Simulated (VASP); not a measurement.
# HfSiO4 in VASP: single point with PBE

Aim: the single point of HfSiO4 with PBE.

Everything below comes from runs of VASP 6.6.1. Logs are shortened: lines on timing, memory, paths and dates and some standing lists are left out, and cuts for length are marked.

## Step 1: The cell of the first run

The typed cell holds 36 atoms: a = 6.645 Å, b = 6.645 Å, c = 10.173 Å, α = 109.06°, β = 109.06°, γ = 90.00°.

## Step 2: Single point, PBE

File INCAR:

```
PREC = Accurate
ENCUT = 520
EDIFF = 1E-6
ISMEAR = 0
SIGMA = 0.02
LREAL = Auto
LASPH = T
NELM = 100
ALGO = Normal
ISIF = 2
LWAVE = F
LCHARG = F
GGA = PE
NBANDS = 138
```

File KPOINTS:

```
regular mesh
0
Gamma
  2 2 2
```

File POSCAR:

```
HfSiO4
1.0
    6.6449050361      0.0000000000      0.0000000000
    0.0000000000     -6.6449050361      0.0000000000
   -3.3224525180      3.3224525180     -9.0224219457
Hf Si O
6 6 24
Direct
    0.0004655552      0.9994717842     -0.0008488792
    0.3337850570      0.3328151297      0.6658178240
    0.6671152069      0.6661463431      0.3324831390
    0.2504480038      0.7494819764      0.4991518812
    0.5837960421      0.0828160153      0.1658192384
    0.9171256120      0.4161413746      0.8324832282
    0.7504464897      0.2494814847      0.4991486205
    0.0837832046      0.5827981693      0.1658152544
    0.4171334879      0.9161509941      0.8324869506
    0.1671248414      0.1661498550      0.3324865047
    0.5004583926      0.4994768651      0.9991490674
    0.8337882897      0.8328090915      0.6658161495
    0.8940894305      0.0774141237      0.7863797041
    0.2274167286      0.4107551606      0.4530571239
    0.5607601463      0.7440817375      0.1197206748
    0.9950532680      0.3097806255      0.6197154749
    0.3283873802      0.6430970968      0.2863859455
    0.6617399268      0.9764425385      0.9530503700
    0.6264148422      0.3097633461      0.6197201141
    0.9597510150      0.6430605691      0.2863875004
    0.2931091249      0.9764316988      0.9530635959
    0.2273859246      0.0421091846      0.4530523981
    0.5607338126      0.3754463470      0.1197204260
    0.8940784233      0.7087795477      0.7863900922
    0.5891823093      0.7725549067      0.5452453565
    0.9225220203      0.1058792381      0.2119142991
    0.2558518109      0.4391967268      0.8785778112
    0.6901966445      0.0048754952      0.3785782801
    0.0235138500      0.3381968454      0.0452397985
    0.3568456349      0.6715472799      0.7119166580
    0.6901227704      0.3735085839      0.3785754495
    0.0234825099      0.7068360875      0.0452462191
    0.3568108405      0.0401796927      0.7119117146
    0.2911596775      0.1058397081      0.2119159928
    0.6244859149      0.4391755859      0.8785749256
    0.9578166400      0.7724968177      0.5452440628
```

Potentials or basis: VASP PAW PBE potentials, release 64 (Hf_pv, Si, O).

Run with:

```
cat potpaw_PBE.64/Hf_pv/POTCAR potpaw_PBE.64/Si/POTCAR potpaw_PBE.64/O/POTCAR > POTCAR
mpirun -np 1 vasp_std > vasp.out
```

OUTCAR:

```text
PREC = Accurate
   ENCUT = 520
   EDIFF = 1E-6
   ISMEAR = 0
   LREAL = Auto
   LASPH = T
   NELM = 100
   ISIF = 2
   GGA = PE

 ion  position               nearest neighbor table
   1  0.000  0.999  0.999-  18 2.14  29 2.14  32 2.14  21 2.14  24 2.28  34 2.28  26 2.28  13 2.28
                            12 3.01  10 3.01   6 3.65   5 3.65   6 3.65   5 3.65
   2  0.334  0.333  0.666-  19 2.14  33 2.14  16 2.14  30 2.14  27 2.28  35 2.28  14 2.28  22 2.28
                            11 3.01  10 3.01   6 3.65   4 3.65   4 3.65   6 3.65
   3  0.667  0.666  0.332-  17 2.14  28 2.14  31 2.14  20 2.14  25 2.28  15 2.28  36 2.28  23 2.28
                            12 3.01  11 3.01   5 3.65   4 3.65   5 3.65   4 3.65
   4  0.250  0.749  0.499-  36 2.14  22 2.14  14 2.14  25 2.14  33 2.28  20 2.28  30 2.28  17 2.28
                             9 3.01   8 3.01   2 3.65   3 3.65   2 3.65   3 3.65
   5  0.584  0.083  0.166-  26 2.14  23 2.14  34 2.14  15 2.14  21 2.28  31 2.28  28 2.28  18 2.28
                             7 3.01   9 3.01   3 3.65   1 3.65   3 3.65   1 3.65
   6  0.917  0.416  0.832-  13 2.14  27 2.14  24 2.14  35 2.14  29 2.28  32 2.28  16 2.28  19 2.28
                             8 3.01   7 3.01   2 3.65   1 3.65   1 3.65   2 3.65
   7  0.750  0.249  0.499-  31 1.64  19 1.64  16 1.64  28 1.64   5 3.01   6 3.01
   8  0.084  0.583  0.166-  17 1.64  29 1.64  20 1.64  32 1.64   6 3.01   4 3.01
   9  0.417  0.916  0.832-  18 1.64  30 1.64  21 1.64  33 1.64   5 3.01   4 3.01
  10  0.167  0.166  0.332-  22 1.64  26 1.64  34 1.64  14 1.64   2 3.01   1 3.01
  11  0.500  0.499  0.999-  23 1.64  35 1.64  15 1.64  27 1.64   2 3.01   3 3.01
  12  0.834  0.833  0.666-  13 1.64  36 1.64  24 1.64  25 1.64   3 3.01   1 3.01
  13  0.894  0.077  0.786-  12 1.64   6 2.14   1 2.28
  14  0.227  0.411  0.453-  10 1.64   4 2.14   2 2.28
  15  0.561  0.744  0.120-  11 1.64   5 2.14   3 2.28
  16  0.995  0.310  0.620-   7 1.64   2 2.14   6 2.28
  17  0.328  0.643  0.286-   8 1.64   3 2.14   4 2.28
  18  0.662  0.976  0.953-   9 1.64   1 2.14   5 2.28
[... 16 lines left out ...]
  35  0.624  0.439  0.879-  11 1.64   6 2.14   2 2.28
  36  0.958  0.772  0.545-  12 1.64   4 2.14   3 2.28

  LATTYP: Found a body centered tetragonal cell.
 ALAT       =     6.6449050361
 C/A-ratio  =     2.7155909367

  Lattice vectors:

 A1 = (   3.3224525180,   3.3224525181,   9.0224219457)
 A2 = (  -3.3224525181,  -3.3224525180,   9.0224219457)
 A3 = (   3.3224525181,  -3.3224525181,  -9.0224219457)

Analysis of symmetry for initial positions (statically):
=====================================================================
 Subroutine PRICEL returns:
 Original cell was already a primitive cell.

 Routine SETGRP: Setting up the symmetry group for a
 body centered tetragonal supercell.

 Subroutine GETGRP returns: Found  1 space group operations
 (whereof  1 operations were pure point group operations)
 out of a pool of 16 trial point group operations.

The static configuration has the point symmetry C_1 .

Analysis of symmetry for dynamics (positions and initial velocities):
=====================================================================
 Subroutine PRICEL returns:
 Original cell was already a primitive cell.

 Routine SETGRP: Setting up the symmetry group for a
 body centered tetragonal supercell.

 Subroutine GETGRP returns: Found  1 space group operations
 (whereof  1 operations were pure point group operations)
 out of a pool of 16 trial point group operations.

The dynamic configuration has the point symmetry C_1 .

 Subroutine INISYM returns: Found  1 space group operations
 (whereof  1 operations are pure point group operations),
 and found     1 'primitive' translations

----------------------------------------------------------------------------------------

                                     Primitive cell

  volume of cell :     398.3829

  direct lattice vectors                    reciprocal lattice vectors
     6.644905036  0.000000000  0.000000000     0.150491240  0.000000000 -0.055417492
     0.000000000 -6.644905036  0.000000000     0.000000000 -0.150491240 -0.055417492
    -3.322452518  3.322452518 -9.022421946     0.000000000  0.000000000 -0.110834985

  length of vectors
     6.644905036  6.644905036 10.172584688     0.160370545  0.160370545  0.110834985

  position of ions in fractional coordinates (direct lattice)
     0.000465555  0.999471784  0.999151121
     0.333785057  0.332815130  0.665817824
     0.667115207  0.666146343  0.332483139
     0.250448004  0.749481976  0.499151881
     0.583796042  0.082816015  0.165819238
     0.917125612  0.416141375  0.832483228
[... 28 lines left out ...]
     0.624485915  0.439175586  0.878574926
     0.957816640  0.772496818  0.545244063

  ion indices of the primitive-cell ions
   primitive index   ion index
                 1           1
                 2           2
                 3           3
                 4           4
                 5           5
                 6           6
[... 28 lines left out ...]
                35          35
                36          36

----------------------------------------------------------------------------------------

 KPOINTS: regular mesh

Automatic generation of k-mesh.
 Grid dimensions read from file:
 generate k-points for:    2    2    2

 Generating k-lattice:

  Cartesian coordinates                     Fractional coordinates (reciprocal lattice)
     0.075245620  0.000000000 -0.027708746     0.500000000  0.000000000  0.000000000
     0.000000000 -0.075245620 -0.027708746     0.000000000  0.500000000  0.000000000
     0.000000000  0.000000000 -0.055417492     0.000000000  0.000000000  0.500000000

  Length of vectors
     0.080185273  0.080185273  0.055417492

  Shift w.r.t. Gamma in fractional coordinates (k-lattice)
     0.000000000  0.000000000  0.000000000

 Subroutine IBZKPT returns following result:
 ===========================================

 Found      8 irreducible k-points:

 Following reciprocal coordinates:
            Coordinates               Weight
  0.000000  0.000000  0.000000      1.000000
  0.500000  0.000000 -0.000000      1.000000
  0.000000  0.500000  0.500000      1.000000
  0.500000  0.000000  0.500000      1.000000
  0.000000  0.500000 -0.000000      1.000000
  0.500000  0.500000 -0.000000      1.000000
  0.500000  0.500000  0.500000      1.000000
  0.000000  0.000000  0.500000      1.000000
   k-points           NKPTS =      8   k-points in BZ     NKDIM =      8   number of bands    NBANDS=    138
   number of dos      NEDOS =    301   number of ions     NIONS =     36
   total plane-waves  NPLWV = 200000
   dimension x,y,z NGX =    50 NGY =   50 NGZ =   80
   dimension x,y,z NGXF=   100 NGYF=  100 NGZF=  160
   ions per type =               6   6  24
   NGX,Y,Z   is equivalent  to a cutoff of  12.51, 12.51, 13.07 a.u.
   NGXF,Y,Z  is equivalent  to a cutoff of  25.02, 25.02, 26.15 a.u.
 SYSTEM =  unknown system
   PREC   = accura    normal or accurate (medium, high low for compatibility)
   ISTART =      0    job   : 0-new  1-cont  2-samecut
   ICHARG =      2    charge: 1-file 2-atom 10-const
   ISPIN  =      1    spin polarized calculation?
   LNONCOLLINEAR =      F non collinear calculations
   LSORBIT =      F    spin-orbit coupling
   LASPH  =      T    aspherical Exc in radial PAW
   ENCUT  =  520.0 eV  38.22 Ry    6.18 a.u.  12.36 12.36 18.91*2*pi/ulx,y,z
   NELM   =    100;   NELMIN=  2; NELMDL= -5     # of ELM steps
   EDIFF  = 0.1E-05   stopping-criterion for ELM
   LREAL  =      T    real-space projection
   EDIFFG = 0.1E-04   stopping-criterion for IOM
   NSW    =      0    number of steps for IOM
   IBRION =     -1    ionic relax: 0-MD 1-quasi-New 2-CG
   NFREE  =      0    steps in history (QN), initial steepest desc. (CG)
   ISIF   =      2    stress and relaxation
   ISYM   =      2    0-nonsym 1-usesym 2-fastsym
   POTIM  = 0.5000    time-step for ionic-motion
   TEBEG  =    0.0;   TEEND  =   0.0 temperature during run
   PSTRESS=    0.0 pullay stress
   NELECT =     228.0000    total number of electrons
   NUPDOWN=      -1.0000    fix difference up-down
   EMIN   =  10.00;   EMAX   =-10.00  energy-range for DOS
   EFERMI =   0.00;   METHOD = LEGACY
   ISMEAR =     0;   SIGMA  =   0.02  broadening in eV -4-tet -1-fermi 0-gaus
   EFERMI_NEDOS =   21; number of points for ismear=-14 and -15
   IALGO  =     38    algorithm
   IMIX   =      4    mixing-type and parameters
     AMIX     =   0.40;   BMIX     =  1.00
     AMIX_MAG =   1.60;   BMIX_MAG =  1.00
  volume/ion in A,a.u.               =      11.07        74.68
  Fermi-wavevector in a.u.,A,eV,Ry     =   1.359209  2.568532 25.136068  1.847449
  Thomas-Fermi vector in A             =   2.485976
   LORBIT       =      0    0 simple, 1 ext, 2 COOP (PROOUT), +10 PAW based schemes
   GGA     = PE    functional components
   LHFCALC =     F    Hartree Fock is set to
   AEXX    =    0.0000 exact exchange contribution
   IVDW    =     0    specifies the selected vdW correction
   LEPSILON=     F    determine dielectric tensor
   LRPA    =     F    only Hartree local field effects (RPA)
 non-spin polarized calculation
 Gauss-broadening in eV      SIGMA  =   0.02
  energy-cutoff  :      520.00
  volume of cell :      398.38
 maximum number of plane-waves:     10770
 NGX is ok and might be reduce to    50
   NGX = 25   NGY = 25   NGZ = 37

 number of electron     227.9999992 magnetization

 Free energy of the ion-electron system (eV)
  ---------------------------------------------------
  ext. energy  EPLUGINS =         0.00000000
  ---------------------------------------------------
  free energy    TOTEN  =      -325.93674665 eV

  energy without entropy =     -325.93674665  energy(sigma->0) =     -325.93674665

 E-fermi :   3.1596     XC(G=0): -10.9394

 val. band max:        3.0597229731   @ k =   0.0000   0.0000   0.0000
 cond. band min:       8.3242028569   @ k =   0.5000   0.5000   0.5000
 fundamental gap:      5.2644798838
 Fermi energy:         3.1596199340

 k-point     1 :       0.0000    0.0000    0.0000
  band No.  band energies     occupation
      1     -26.4241      2.00000
      2     -26.4241      2.00000
      3     -26.4241      2.00000
      4     -26.4241      2.00000
      5     -26.4156      2.00000
      6     -26.4156      2.00000
[... 1021 lines left out ...]
    125       9.4306      0.00000
    126       9.4307      0.00000
 [bands above 126 left out]

------------------------ aborting loop because EDIFF is reached ----------------------------------------

  FORCE on cell =-STRESS in cart. coord.  units (eV):
  Direction    XX          YY          ZZ          XY          YZ          ZX
  --------------------------------------------------------------------------------------
  -------------------------------------------------------------------------------------
  Total       -4.3592781     -4.3591608     -3.4622813     -0.0020029     -0.0013528     -0.0004848
  in kB      -17.5317176    -17.5312459    -13.9242637     -0.0080551     -0.0054406     -0.0019499
  external PRESSURE =     -16.3290757 kB  Pullay stress =       0.0000000 kB

 VOLUME and BASIS-vectors are now :
 -----------------------------------------------------------------------------
  energy-cutoff  :      520.00
  volume of cell :      398.38
      direct lattice vectors                 reciprocal lattice vectors
     6.644905036  0.000000000  0.000000000     0.150491240  0.000000000 -0.055417492
     0.000000000 -6.644905036  0.000000000     0.000000000 -0.150491240 -0.055417492
    -3.322452518  3.322452518 -9.022421946     0.000000000  0.000000000 -0.110834985

 POSITION                                       TOTAL-FORCE (eV/Angst)
 -----------------------------------------------------------------------------------
     -3.31654     -3.32176     -9.01476         0.000490     -0.001383      0.000650
      0.00582      0.00062     -6.00729         0.000906     -0.000530     -0.000625
      3.32826     -3.32182     -2.99980        -0.000176      0.000820     -0.000450
      0.00579     -3.32183     -4.50356         0.000119      0.001179     -0.001483
      3.32834      0.00062     -1.49609        -0.000420      0.000766     -0.000388
      3.32833      0.00067     -7.51101         0.000006      0.000294     -0.000164
[... 28 lines left out ...]
      1.23063      0.00074     -7.92687         0.130719      0.001600      0.134709
      4.55305     -3.32162     -4.91942         0.125568      0.000582      0.133947
 -----------------------------------------------------------------------------------
    total drift:                               -0.002952     -0.006699      0.011676

  FREE ENERGIE OF THE ION-ELECTRON SYSTEM (eV)
  ---------------------------------------------------
  free  energy   TOTEN  =      -325.9367466532 eV

  energy  without entropy=     -325.9367466532  energy(sigma->0) =     -325.93674665
```

Wall time 9.2 min (1 thread of Intel Xeon Platinum 8488C (Sapphire Rapids), shared host); peak memory 0.62 GiB.

Results:

```
Free energy            : -325.9367 eV
Pressure               : -1.6 GPa
Largest force          : 0.188 eV/Å
Band gap on the k mesh : 5.26 eV
```

Forces in eV/Å, atoms in the order of the input:
```
Hf   0.000 -0.001  0.001
Hf   0.001 -0.001 -0.001
Hf   0.000  0.001  0.000
Hf   0.000  0.001 -0.001
Hf   0.000  0.001  0.000
Hf   0.000  0.000  0.000
Si   0.000 -0.001 -0.001
Si  -0.002 -0.002  0.002
Si  -0.002  0.000  0.000
Si  -0.001  0.000  0.000
Si   0.000 -0.001  0.000
Si  -0.002  0.000 -0.002
O    0.001 -0.128 -0.135
O    0.003 -0.124 -0.134
O    0.001 -0.129 -0.133
O    0.128 -0.001 -0.132
O    0.125 -0.002 -0.132
O    0.129  0.001 -0.131
O   -0.128 -0.001 -0.136
O   -0.129 -0.002 -0.134
O   -0.126  0.001 -0.130
O   -0.003  0.128 -0.132
O    0.002  0.131 -0.133
O   -0.001  0.125 -0.130
O   -0.127  0.003  0.131
O   -0.126  0.002  0.132
O   -0.128  0.002  0.134
O   -0.001  0.125  0.132
O    0.004  0.130  0.133
O    0.000  0.124  0.134
O    0.000 -0.126  0.131
O    0.000 -0.129  0.131
O   -0.001 -0.127  0.134
O    0.126 -0.001  0.134
O    0.131  0.002  0.135
O    0.126  0.001  0.134
```

Caveat: the k points lie up to 0.50 Å⁻¹ apart; spin-orbit coupling is left out, which moves the levels of the heavy elements.
